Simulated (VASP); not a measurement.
# CO2 (I-42d) in VASP: electric field gradients with PBE

Aim: the electric field gradients of CO2 with PBE.

Program: VASP 6.6.1. These are calculated values, not measurements. Logs are shortened: lines on timing, memory, paths and dates and some standing lists are left out, and cuts for length are marked.

## (1) The cell of the first run

The structure is tetragonal, space group I-42d (No. 122). The conventional cell has a = 3.552 Å, b = 3.552 Å, c = 5.918 Å, α = 90.00°, β = 90.00°, γ = 90.00°. C (site symmetry -4) has 4 O at 1.38 Å within 1.8 Å. Within 1.8 Å of O (site symmetry 2) lie 2 C at 1.38 Å.

## (2) Electric field gradients, PBE

File INCAR:

```
SYSTEM = CO2
PREC = Accurate
ENCUT = 520
EDIFF = 1E-8
ISMEAR = -1
SIGMA = 0.03
LREAL = .FALSE.
LASPH = .TRUE.
NELM = 80
ALGO = Normal
ISIF = 2
LWAVE = .FALSE.
LCHARG = .FALSE.
GGA = PE
LEFG = .TRUE.
ISYM = 0
NBANDS = 25
```

File KPOINTS:

```
regular mesh
0
G
  8 8 10
  0 0 0
```

File POSCAR:

```
CO2
1.0
   -1.7759000000      1.7759000000      2.9592000000
    1.7759000000     -1.7759000000      2.9592000000
    1.7759000000      1.7759000000     -2.9592000000
C O
2 4
Direct
    0.0000000000      0.0000000000      0.0000000000
    0.7500000000      0.2500000000      0.5000000000
    0.3750000000      0.3390000000      0.4640000000
    0.6610000000      0.1250000000      0.0360000000
    0.8750000000      0.9110000000      0.5360000000
    0.0890000000      0.6250000000      0.9640000000
```

Potentials or basis: VASP PAW PBE potentials, release 64 (C, O).

Started as:

```sh
cat potpaw_PBE.64/C/POTCAR potpaw_PBE.64/O/POTCAR > POTCAR
mpirun -np 1 vasp_std > vasp.out
```

OUTCAR:

```text
SYSTEM = CO2
   PREC = Accurate
   ENCUT = 520
   EDIFF = 1E-8
   ISMEAR = -1
   LREAL = .FALSE.
   LASPH = .TRUE.
   NELM = 80
   ISIF = 2
   GGA = PE
   ISYM = 0

 ion  position               nearest neighbor table
   1  0.000  0.000  0.000-   5 1.38   4 1.38   3 1.38   6 1.38
   2  0.750  0.250  0.500-   4 1.38   3 1.38   5 1.38   6 1.38
   3  0.375  0.339  0.464-   1 1.38   2 1.38
   4  0.661  0.125  0.036-   2 1.38   1 1.38
   5  0.875  0.911  0.536-   1 1.38   2 1.38
   6  0.089  0.625  0.964-   1 1.38   2 1.38

IMPORTANT INFORMATION: All symmetrisations will be switched off!
NOSYMM: (Re-)initialisation of all symmetry stuff for point group C_1.

----------------------------------------------------------------------------------------

                                     Primitive cell

  volume of cell :      37.3311

  direct lattice vectors                    reciprocal lattice vectors
    -1.775900000  1.775900000  2.959200000     0.000000000  0.281547384  0.168964585
     1.775900000 -1.775900000  2.959200000     0.281547384  0.000000000  0.168964585
     1.775900000  1.775900000 -2.959200000     0.281547384  0.281547384  0.000000000

  length of vectors
     3.881302135  3.881302135  3.881302135     0.328356454  0.328356454  0.398168130

  position of ions in fractional coordinates (direct lattice)
     0.000000000  0.000000000  0.000000000
     0.750000000  0.250000000  0.500000000
     0.375000000  0.339000000  0.464000000
     0.661000000  0.125000000  0.036000000
     0.875000000  0.911000000  0.536000000
     0.089000000  0.625000000  0.964000000

  ion indices of the primitive-cell ions
   primitive index   ion index
                 1           1
                 2           2
                 3           3
                 4           4
                 5           5
                 6           6

----------------------------------------------------------------------------------------

 KPOINTS: regular mesh

[... 138 lines left out ...]

 val. band max:        5.1583978215   @ k =   0.3750  -0.3750   0.3000
 cond. band min:      12.1991919981   @ k =   0.0000   0.0000   0.0000
 fundamental gap:      7.0407941766
 Fermi energy:         5.7966176930

 k-point     1 :       0.0000    0.0000    0.0000
  band No.  band energies     occupation
      1     -20.3423      2.00000
      2     -14.3082      2.00000
      3     -14.3082      2.00000
      4     -13.6116      2.00000
      5      -9.1404      2.00000
      6      -4.9237      2.00000
[... 661 lines left out ...]
     24      19.5049      0.00000
     25      23.3775      0.00000

 [... further k-points ...]

------------------------ aborting loop because EDIFF is reached ----------------------------------------

  FORCE on cell =-STRESS in cart. coord.  units (eV):
  Direction    XX          YY          ZZ          XY          YZ          ZX
  --------------------------------------------------------------------------------------
  -------------------------------------------------------------------------------------
  Total        8.7141042      8.7141044     10.7281998     -0.0000777     -0.0000406     -0.0000404
  in kB      373.9917388    373.9917454    460.4326492     -0.0033348     -0.0017441     -0.0017349
  external PRESSURE =     402.8053778 kB  Pullay stress =       0.0000000 kB

 VOLUME and BASIS-vectors are now :
 -----------------------------------------------------------------------------
  energy-cutoff  :      520.00
  volume of cell :       37.33
      direct lattice vectors                 reciprocal lattice vectors
    -1.775900000  1.775900000  2.959200000     0.000000000  0.281547384  0.168964585
     1.775900000 -1.775900000  2.959200000     0.281547384  0.000000000  0.168964585
     1.775900000  1.775900000 -2.959200000     0.281547384  0.281547384  0.000000000

 POSITION                                       TOTAL-FORCE (eV/Angst)
 -----------------------------------------------------------------------------------
      0.00000      0.00000      0.00000        -0.000004      0.000010     -0.000002
      0.00000      1.77590      1.47960         0.000010     -0.000004     -0.000002
      0.76009      0.88795      0.73980        -1.279515     -0.000012      0.000002
     -0.88795      1.01581      2.21940         0.000003      1.279519     -0.000000
      1.01581      0.88795      3.69900         1.279518      0.000003      0.000000
      2.66385      0.76009     -0.73980        -0.000012     -1.279515      0.000001
 -----------------------------------------------------------------------------------
    total drift:                                0.000004      0.000004      0.000002

  FREE ENERGIE OF THE ION-ELECTRON SYSTEM (eV)
  ---------------------------------------------------
  free  energy   TOTEN  =       -42.0283218852 eV

  energy  without entropy=      -42.0283218851  energy(sigma->0) =      -42.02832189

 Electric field gradients (V/A^2)
---------------------------------------------------------------------
 ion       V_xx      V_yy      V_zz      V_xy      V_xz      V_yz
---------------------------------------------------------------------
   1       1.601     1.601    -3.203     0.001     0.001     0.000
   2       1.601     1.601    -3.203     0.001     0.000     0.001
   3      -3.526    35.583   -32.057    -0.001    -0.000   175.992
   4      35.582    -3.526   -32.056    -0.002  -175.993    -0.000
   5      -3.526    35.582   -32.056    -0.002    -0.000  -175.993
   6      35.583    -3.526   -32.057    -0.001   175.992    -0.000
---------------------------------------------------------------------

 Electric field gradients after diagonalization (V/A^2)
 (convention: |V_zz| > |V_xx| > |V_yy|)
----------------------------------------------------------------------
 ion       V_xx      V_yy      V_zz     asymmetry (V_yy - V_xx)/ V_zz
----------------------------------------------------------------------
   1       1.602     1.601    -3.203       0.000
   2       1.602     1.601    -3.203       0.000
   3    -177.449    -3.526   180.975       0.961
   4    -177.450    -3.526   180.976       0.961
   5    -177.450    -3.526   180.976       0.961
   6    -177.449    -3.526   180.975       0.961
----------------------------------------------------------------------

           NMR quadrupolar parameters

 Cq : quadrupolar parameter    Cq=e*Q*V_zz/h
 eta: asymmetry parameters     (V_yy - V_xx)/ V_zz
 Q  : nuclear electric quadrupole moment in mb (millibarn)
----------------------------------------------------------------------
 ion       Cq(MHz)       eta       Q (mb)
----------------------------------------------------------------------
   1      -0.008       0.000       1.000
   2      -0.008       0.000       1.000
   3       0.438       0.961       1.000
   4       0.438       0.961       1.000
   5       0.438       0.961       1.000
   6       0.438       0.961       1.000
----------------------------------------------------------------------
```

OSZICAR:

```text
N       E                     dE             d eps       ncg     rms          rms(c)
DAV:   1     0.146327573560E+03    0.14633E+03   -0.19128E+04 16200   0.131E+03
DAV:   2    -0.382320988012E+02   -0.18456E+03   -0.17706E+03 20349   0.303E+02
DAV:   3    -0.450184640640E+02   -0.67864E+01   -0.67453E+01 21320   0.556E+01
DAV:   4    -0.450606512870E+02   -0.42187E-01   -0.42170E-01 18493   0.503E+00
DAV:   5    -0.450609042036E+02   -0.25292E-03   -0.25289E-03 19887   0.375E-01    0.133E+01
DAV:   6    -0.420893975758E+02    0.29715E+01   -0.53992E+00 18552   0.203E+01    0.547E+00
DAV:   7    -0.420489680932E+02    0.40429E-01   -0.75261E-01 19287   0.595E+00    0.305E+00
DAV:   8    -0.420328427315E+02    0.16125E-01   -0.69173E-02 18327   0.239E+00    0.590E-01
DAV:   9    -0.420281009645E+02    0.47418E-02   -0.10884E-02 17581   0.105E+00    0.227E-01
DAV:  10    -0.420283443176E+02   -0.24335E-03   -0.25176E-03 20721   0.351E-01    0.598E-02
DAV:  11    -0.420283144748E+02    0.29843E-04   -0.13728E-04 18044   0.102E-01    0.145E-02
DAV:  12    -0.420283215275E+02   -0.70527E-05   -0.22678E-05 18048   0.356E-02    0.536E-03
DAV:  13    -0.420283216817E+02   -0.15415E-06   -0.15937E-06 20184   0.942E-03    0.262E-03
DAV:  14    -0.420283218793E+02   -0.19765E-06   -0.14873E-07 20313   0.385E-03    0.388E-04
DAV:  15    -0.420283218852E+02   -0.58508E-08   -0.15782E-08  9814   0.877E-04
   1 F= -.42028322E+02 E0= -.42028322E+02  d E =-.131548E-10
```

It took 3.6 min on 1 thread of Intel Xeon Platinum 8488C (Sapphire Rapids), shared host; peak memory 0.33 GiB.

What came out:

* Free energy: -42.0283 eV
* Pressure: 40.3 GPa
* Largest force: 1.280 eV/Å
* Band gap on the k mesh: 7.04 eV (least direct gap 7.13 eV)
* Largest electric field gradient by atom: C -3.2; O +181.0 V/Å²

Forces in eV/Å, atoms in the order of the input:
```
C    0.000  0.000  0.000
C    0.000  0.000  0.000
O   -1.280  0.000  0.000
O    0.000  1.280  0.000
O    1.280  0.000  0.000
O    0.000 -1.280  0.000
```

Electric field gradients, principal values (V/Å²):
```csv
atom,least,middle,greatest (by size)
1 C,1.601,1.602,-3.203
2 C,1.601,1.602,-3.203
3 O,-3.526,-177.449,180.975
4 O,-3.526,-177.450,180.976
5 O,-3.526,-177.450,180.976
6 O,-3.526,-177.449,180.975
```

Caveat: the cell stands under pressure; without QUAD_EFG the Cq values of the log hold for a quadrupole moment of 1 mb, not for the nuclei; forces of over 1 eV/Å act on the atoms, so gaps and moduli don't describe the material at rest. A k mesh can miss the band edges.
